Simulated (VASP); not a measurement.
# GaAs (F-43m) in VASP: settings compared

Aim: see how the results for GaAs move with the level of theory and the settings. Levels: PBEsol, LDA. Tasks: relaxation of cell and atoms.

Everything below comes from runs of VASP 6.6.1. Logs are shortened: lines on timing, memory, paths and dates and some standing lists are left out, and cuts for length are marked.

## 1. The cell of the first run

Symmetry: F-43m, No. 216, cubic system. Conventional cell: a = 5.745 Å, b = 5.745 Å, c = 5.745 Å, α = 90.00°, β = 90.00°, γ = 90.00°. Within 3.3 Å of Ga (site symmetry -43m) lie 4 As at 2.49 Å. Within 3.3 Å of As (site symmetry -43m) lie 4 Ga at 2.49 Å.

## 2. Relaxation of cell and atoms, PBEsol

Contents of INCAR:

```
SYSTEM = GaAs
PREC = Accurate ; ENCUT = 600
EDIFF = 1E-6 ; ISMEAR = -1
SIGMA = 0.02 ; LREAL = .FALSE.
LASPH = .TRUE. ; NELM = 80
ALGO = Normal ; ISIF = 3
LWAVE = .FALSE. ; LCHARG = .FALSE.
GGA = PS ; IBRION = 2
NSW = 80 ; EDIFFG = -0.005
```

Contents of KPOINTS:

```
regular mesh
0
G
  8 8 8
  0 0 0
```

Contents of POSCAR:

```
GaAs
1.0
    0.0000000000      2.8722543143      2.8722543143
    2.8722543143      0.0000000000      2.8722543143
    2.8722543143      2.8722543143      0.0000000000
Ga As
1 1
Direct
    0.0000000000      0.0000000000      0.0000000000
    0.2500000000      0.2500000000      0.2500000000
```

Potentials or basis: VASP PAW PBE potentials, release 64 (Ga_d, As).

The run is started by

```
> cat potpaw_PBE.64/Ga_d/POTCAR potpaw_PBE.64/As/POTCAR > POTCAR
> mpirun -np 1 vasp_std > vasp.out
```

OUTCAR:

```text
SYSTEM = GaAs
   PREC = Accurate
   ENCUT = 600
   EDIFF = 1E-6
   ISMEAR = -1
   LREAL = .FALSE.
   LASPH = .TRUE.
   NELM = 80
   ISIF = 3
   GGA = PS
   IBRION = 2
   NSW = 80
   EDIFFG = -0.005

 ion  position               nearest neighbor table
   1  0.000  0.000  0.000-   2 2.49   2 2.49   2 2.49   2 2.49
   2  0.250  0.250  0.250-   1 2.49   1 2.49   1 2.49   1 2.49

  LATTYP: Found a face centered cubic cell.
 ALAT       =     5.7445086286

  Lattice vectors:

 A1 = (   0.0000000000,   2.8722543143,   2.8722543143)
 A2 = (   2.8722543143,   0.0000000000,   2.8722543143)
 A3 = (   2.8722543143,   2.8722543143,   0.0000000000)

Analysis of symmetry for initial positions (statically):
=====================================================================
 Subroutine PRICEL returns:
 Original cell was already a primitive cell.

 Routine SETGRP: Setting up the symmetry group for a
 face centered cubic supercell.

 Subroutine GETGRP returns: Found 24 space group operations
 (whereof 24 operations were pure point group operations)
 out of a pool of 48 trial point group operations.

The static configuration has the point symmetry T_d .

Analysis of symmetry for dynamics (positions and initial velocities):
=====================================================================
 Subroutine PRICEL returns:
 Original cell was already a primitive cell.

 Routine SETGRP: Setting up the symmetry group for a
 face centered cubic supercell.

 Subroutine GETGRP returns: Found 24 space group operations
 (whereof 24 operations were pure point group operations)
 out of a pool of 48 trial point group operations.

The dynamic configuration has the point symmetry T_d .

 Subroutine INISYM returns: Found 24 space group operations
 (whereof 24 operations are pure point group operations),
 and found     1 'primitive' translations

----------------------------------------------------------------------------------------

                                     Primitive cell

  volume of cell :      47.3913

  direct lattice vectors                    reciprocal lattice vectors
     0.000000000  2.872254314  2.872254314    -0.174079293  0.174079293  0.174079293
     2.872254314  0.000000000  2.872254314     0.174079293 -0.174079293  0.174079293
     2.872254314  2.872254314  0.000000000     0.174079293  0.174079293 -0.174079293

  length of vectors
     4.061981006  4.061981006  4.061981006     0.301514180  0.301514180  0.301514180

  position of ions in fractional coordinates (direct lattice)
     0.000000000  0.000000000  0.000000000
     0.250000000  0.250000000  0.250000000

  ion indices of the primitive-cell ions
   primitive index   ion index
                 1           1
                 2           2

----------------------------------------------------------------------------------------

 KPOINTS: regular mesh

Automatic generation of k-mesh.
 Grid dimensions read from file:
 generate k-points for:    8    8    8

 Generating k-lattice:

  Cartesian coordinates                     Fractional coordinates (reciprocal lattice)
    -0.021759912  0.021759912  0.021759912     0.125000000  0.000000000  0.000000000
     0.021759912 -0.021759912  0.021759912     0.000000000  0.125000000  0.000000000
     0.021759912  0.021759912 -0.021759912     0.000000000  0.000000000  0.125000000

  Length of vectors
     0.037689272  0.037689272  0.037689272

  Shift w.r.t. Gamma in fractional coordinates (k-lattice)
     0.000000000  0.000000000  0.000000000

 Subroutine IBZKPT returns following result:
 ===========================================

 Found     29 irreducible k-points:

 Following reciprocal coordinates:
            Coordinates               Weight
  0.000000  0.000000  0.000000      1.000000
  0.125000  0.000000  0.000000      8.000000
  0.250000  0.000000  0.000000      8.000000
  0.375000  0.000000  0.000000      8.000000
  0.500000  0.000000  0.000000      4.000000
  0.125000  0.125000  0.000000      6.000000
[... 16 lines left out ...]
  0.500000  0.250000  0.125000     48.000000
 -0.375000  0.250000  0.125000     24.000000
 [... further k-points ...]
   k-points           NKPTS =     29   k-points in BZ     NKDIM =     29   number of bands    NBANDS=     13
   number of dos      NEDOS =    301   number of ions     NIONS =      2
   total plane-waves  NPLWV =  32768
   dimension x,y,z NGX =    32 NGY =   32 NGZ =   32
   dimension x,y,z NGXF=    64 NGYF=   64 NGZF=   64
   ions per type =               1   1
   NGX,Y,Z   is equivalent  to a cutoff of  13.10, 13.10, 13.10 a.u.
   NGXF,Y,Z  is equivalent  to a cutoff of  26.19, 26.19, 26.19 a.u.
 SYSTEM =  GaAs
   PREC   = accura    normal or accurate (medium, high low for compatibility)
   ISTART =      0    job   : 0-new  1-cont  2-samecut
   ICHARG =      2    charge: 1-file 2-atom 10-const
   ISPIN  =      1    spin polarized calculation?
   LNONCOLLINEAR =      F non collinear calculations
   LSORBIT =      F    spin-orbit coupling
   LASPH  =      T    aspherical Exc in radial PAW
   ENCUT  =  600.0 eV  44.10 Ry    6.64 a.u.   8.11  8.11  8.11*2*pi/ulx,y,z
   NELM   =     80;   NELMIN=  2; NELMDL= -5     # of ELM steps
   EDIFF  = 0.1E-05   stopping-criterion for ELM
   LREAL  =      F    real-space projection
   EDIFFG = -.5E-02   stopping-criterion for IOM
   NSW    =     80    number of steps for IOM
   IBRION =      2    ionic relax: 0-MD 1-quasi-New 2-CG
   NFREE  =      1    steps in history (QN), initial steepest desc. (CG)
   ISIF   =      3    stress and relaxation
   ISYM   =      2    0-nonsym 1-usesym 2-fastsym
   POTIM  = 0.5000    time-step for ionic-motion
   TEBEG  =    0.0;   TEEND  =   0.0 temperature during run
   PSTRESS=    0.0 pullay stress
   NELECT =      18.0000    total number of electrons
   NUPDOWN=      -1.0000    fix difference up-down
   EMIN   =  10.00;   EMAX   =-10.00  energy-range for DOS
   EFERMI =   0.00;   METHOD = LEGACY
   ISMEAR =    -1;   SIGMA  =   0.02  broadening in eV -4-tet -1-fermi 0-gaus
   EFERMI_NEDOS =   21; number of points for ismear=-14 and -15
   IALGO  =     38    algorithm
   IMIX   =      4    mixing-type and parameters
     AMIX     =   0.40;   BMIX     =  1.00
     AMIX_MAG =   1.60;   BMIX_MAG =  1.00
  volume/ion in A,a.u.               =      23.70       159.91
  Fermi-wavevector in a.u.,A,eV,Ry     =   1.185585  2.240431 19.124517  1.405612
  Thomas-Fermi vector in A             =   2.321776
   LORBIT       =      0    0 simple, 1 ext, 2 COOP (PROOUT), +10 PAW based schemes
   GGA     = PS    functional components
   LHFCALC =     F    Hartree Fock is set to
   AEXX    =    0.0000 exact exchange contribution
   IVDW    =     0    specifies the selected vdW correction
   LEPSILON=     F    determine dielectric tensor
   LRPA    =     F    only Hartree local field effects (RPA)
 conjugate gradient relaxation of ions
 non-spin polarized calculation
  energy-cutoff  :      600.00
  volume of cell :       47.39
 maximum number of plane-waves:      1604
   NGX = 17   NGY = 17   NGZ = 17

--------------------------------------- Ionic step        1  -------------------------------------------

 number of electron      17.9999996 magnetization

 Free energy of the ion-electron system (eV)
  ---------------------------------------------------
  ext. energy  EPLUGINS =         0.00000000
  ---------------------------------------------------
  free energy    TOTEN  =        -9.07002399 eV

  energy without entropy =       -9.06995698  energy(sigma->0) =       -9.06999049

------------------------ aborting loop because EDIFF is reached ----------------------------------------

  FORCE on cell =-STRESS in cart. coord.  units (eV):
  Direction    XX          YY          ZZ          XY          YZ          ZX
  --------------------------------------------------------------------------------------
  -------------------------------------------------------------------------------------
  Total       -0.8037539     -0.8037539     -0.8037539      0.0000000      0.0000000      0.0000000
  in kB      -27.1728370    -27.1728370    -27.1728370      0.0000000      0.0000000      0.0000000
  external PRESSURE =     -27.1728370 kB  Pullay stress =       0.0000000 kB

 VOLUME and BASIS-vectors are now :
 -----------------------------------------------------------------------------
  energy-cutoff  :      600.00
  volume of cell :       47.39
      direct lattice vectors                 reciprocal lattice vectors
     0.000000000  2.872254314  2.872254314    -0.174079293  0.174079293  0.174079293
     2.872254314  0.000000000  2.872254314     0.174079293 -0.174079293  0.174079293
     2.872254314  2.872254314  0.000000000     0.174079293  0.174079293 -0.174079293
[... 37 lines left out ...]
 POSITION                                       TOTAL-FORCE (eV/Angst)
 -----------------------------------------------------------------------------------
      5.63314      5.63314      5.63314        -0.000000     -0.000000     -0.000000
      1.40828      1.40828      1.40828         0.000000      0.000000      0.000000
 -----------------------------------------------------------------------------------
    total drift:                                0.000001      0.000001      0.000001

  FREE ENERGIE OF THE ION-ELECTRON SYSTEM (eV)
  ---------------------------------------------------
  free  energy   TOTEN  =        -9.0853130288 eV

  energy  without entropy=       -9.0853130231  energy(sigma->0) =       -9.08531303

--------------------------------------- Ionic step        3  -------------------------------------------

 number of electron      18.0000010 magnetization

 Free energy of the ion-electron system (eV)
  ---------------------------------------------------
  ext. energy  EPLUGINS =         0.00000000
  ---------------------------------------------------
  free energy    TOTEN  =        -9.08771002 eV

  energy without entropy =       -9.08770994  energy(sigma->0) =       -9.08770998

 E-fermi :   3.9857     XC(G=0):  -9.7520

 val. band max:        3.7638443812   @ k =   0.0000   0.0000   0.0000
 cond. band min:       4.1854938259   @ k =   0.0000   0.0000   0.0000
 fundamental gap:      0.4216494447
 Fermi energy:         3.9856564827

 k-point     1 :       0.0000    0.0000    0.0000
  band No.  band energies     occupation
      1     -11.0058      2.00000
      2     -11.0058      2.00000
      3     -11.0058      2.00000
      4     -10.9269      2.00000
      5     -10.9269      2.00000
      6      -8.9563      2.00000
      7       3.7638      1.99997
      8       3.7638      1.99997
      9       3.7638      1.99997
     10       4.1855      0.00009
     11       7.4517      0.00000
     12       7.4517      0.00000
     13       7.4517      0.00000

 k-point     2 :       0.1250    0.0000    0.0000
  band No.  band energies     occupation
      1     -11.0193      2.00000
      2     -11.0022      2.00000
      3     -11.0022      2.00000
      4     -10.9270      2.00000
      5     -10.9270      2.00000
      6      -8.7739      2.00000
      7       1.7733      2.00000
      8       3.5269      2.00000
      9       3.5269      2.00000
     10       5.2861      0.00000
     11       7.7997      0.00000
[... 339 lines left out ...]
 k-point    24 :      -0.3750    0.2500    0.1250
  band No.  band energies     occupation
      1     -11.0939      2.00000
      2     -10.9812      2.00000
      3     -10.9736      2.00000
      4     -10.9313      2.00000
      5     -10.9234      2.00000
      6      -6.8502      2.00000
      7      -2.7373      2.00000
      8       0.5170      2.00000
      9       1.8189      2.00000
     10       6.7267      0.00000
     11       7.8402      0.00000
     12      10.0486      0.00000
     13      11.3593      0.00000

 [... further k-points ...]
[... 5 lines left out ...]
  --------------------------------------------------------------------------------------
  -------------------------------------------------------------------------------------
  Total        0.0093596      0.0093596      0.0093596     -0.0000000      0.0000000     -0.0000000
  in kB        0.3304276      0.3304276      0.3304276     -0.0000000      0.0000000     -0.0000000
  external PRESSURE =       0.3304276 kB  Pullay stress =       0.0000000 kB

 VOLUME and BASIS-vectors are now :
 -----------------------------------------------------------------------------
  energy-cutoff  :      600.00
  volume of cell :       45.38
      direct lattice vectors                 reciprocal lattice vectors
     0.000000000  2.831094392  2.831094392    -0.176610148  0.176610148  0.176610148
     2.831094392  0.000000000  2.831094392     0.176610148 -0.176610148  0.176610148
     2.831094392  2.831094392  0.000000000     0.176610148  0.176610148 -0.176610148

 POSITION                                       TOTAL-FORCE (eV/Angst)
 -----------------------------------------------------------------------------------
      0.00000      0.00000      0.00000        -0.000000     -0.000000     -0.000000
      1.41555      1.41555      1.41555         0.000000      0.000000      0.000000
 -----------------------------------------------------------------------------------
    total drift:                                0.000001      0.000001      0.000001

  FREE ENERGIE OF THE ION-ELECTRON SYSTEM (eV)
  ---------------------------------------------------
  free  energy   TOTEN  =        -9.0877100188 eV

  energy  without entropy=       -9.0877099363  energy(sigma->0) =       -9.08770998

 reached required accuracy - stopping structural energy minimisation
```

Run time: 72 s. Hardware: 1 thread of AMD EPYC 7R13, shared host; peak memory 0.17 GiB.

What came out:

* Free energy: -9.0877 eV
* Relaxed volume: 22.69 Å³/atom
* Relaxed cell: a = 4.004 Å, b = 4.004 Å, c = 4.004 Å, α = 60.00°, β = 60.00°, γ = 60.00°
* Space group after relaxing (to 0.05 Å): F-43m (No. 216)
* Energy gained by relaxing: 8.8 meV/atom
* Ionic steps: 3
* Pressure after relaxing: 0.0 GPa
* Band gap on the k mesh: 0.42 eV, direct

The path:
```tsv
step	energy change (eV)	largest force (eV/Å)	pressure (GPa)	volume (Å³)
1	0.0000	0.0000	-2.72	47.39
2	-0.0153	0.0000	1.09	44.69
3	-0.0177	0.0000	0.03	45.38
```

Final structure:
```
Ga As
1.0
     0.00000    2.83109    2.83109
     2.83109    0.00000    2.83109
     2.83109    2.83109    0.00000
Ga As
1 1
Direct
  0.00000 0.00000 0.00000
  0.25000 0.25000 0.25000
```

Levels at points of the mesh, in eV from the valence-band top:
| k point | band 5 | band 6 | band 7 | band 8 | band 9 | band 10 | band 11 | band 12 | band 13 |
| --- | --- | --- | --- | --- | --- | --- | --- | --- | --- |
| (0.00, 0.00, 0.00) | -14.69 | -12.72 | 0.00 | 0.00 | 0.00 | 0.42 | 3.69 | 3.69 | 3.69 |
| (0.50, 0.00, 0.00) | -14.69 | -10.96 | -6.66 | -1.14 | -1.14 | 0.92 | 4.58 | 4.58 | 7.58 |
| (0.50, 0.50, 0.00) | -14.68 | -10.22 | -6.83 | -2.68 | -2.68 | 1.36 | 1.57 | 10.09 | 10.09 |

Caveat: the PAW data sets were made with another functional, which shifts forces and pressure a little.

(Continued in part 2 of 2.)
